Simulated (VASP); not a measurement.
# CdAg: single point with LDA

The system is CdAg.

```
Cd Ag
1.0
     2.96684    0.00000    0.00000
     0.00000    2.96684    0.00000
     0.00000    0.00000    4.19511
Cd Ag
1 1
Direct
  0.50000 0.50000 0.50000
  0.00000 0.00000 0.00000
```

This cell differs from its parent crystal: ratio of the length along z to the lengths across it x 1.414, volume and fractional coordinates fixed.

```yaml
Program: VASP 6.6.1
Task: single point
Functional: LDA
Potentials_or_basis: VASP PAW LDA potentials, release 64 (Cd, Ag)
Cutoff: 520 eV
k_mesh: 16 × 16 × 16
Occupations: gaussian, width 0.15 eV
Spin: no spin polarisation
Dipole_correction: no
Further_INCAR_settings: ALGO = Normal; EDIFF = 1e-06; NBANDS = 18
```

The pressure is -5.2 GPa.

Stress tensor (GPa, compression positive):
```
-4.84  0.00  0.00
 0.00 -4.84  0.00
 0.00  0.00 -6.05
```

Levels at points of the mesh, in eV from the Fermi level:
```tsv
k point	band 9	band 10	band 11	band 12	band 13	band 14	band 15	band 16
(0.00, 0.00, 0.00)	-4.21	-4.21	-3.90	-0.01	4.00	8.52	8.52	14.05
(0.50, 0.00, 0.00)	-4.60	-4.30	-3.52	-1.74	6.61	6.73	6.83	7.33
(0.50, 0.50, 0.00)	-4.28	-3.37	-0.06	-0.06	3.49	4.34	7.98	8.67
(0.00, 0.00, 0.50)	-4.56	-4.48	-4.48	-3.93	11.64	11.64	12.53	12.53
(0.50, 0.00, 0.50)	-4.19	-4.06	-2.12	-1.48	0.55	1.51	14.11	14.24
(0.50, 0.50, 0.50)	-4.32	-3.37	3.26	3.46	3.46	4.10	4.10	5.40
```

It took 2.8 min on 1 thread of Intel(R) Xeon(R) Platinum 8375C CPU @ 2.90GHz (Ice Lake), with other jobs on the host, peak memory 0.37 GiB.
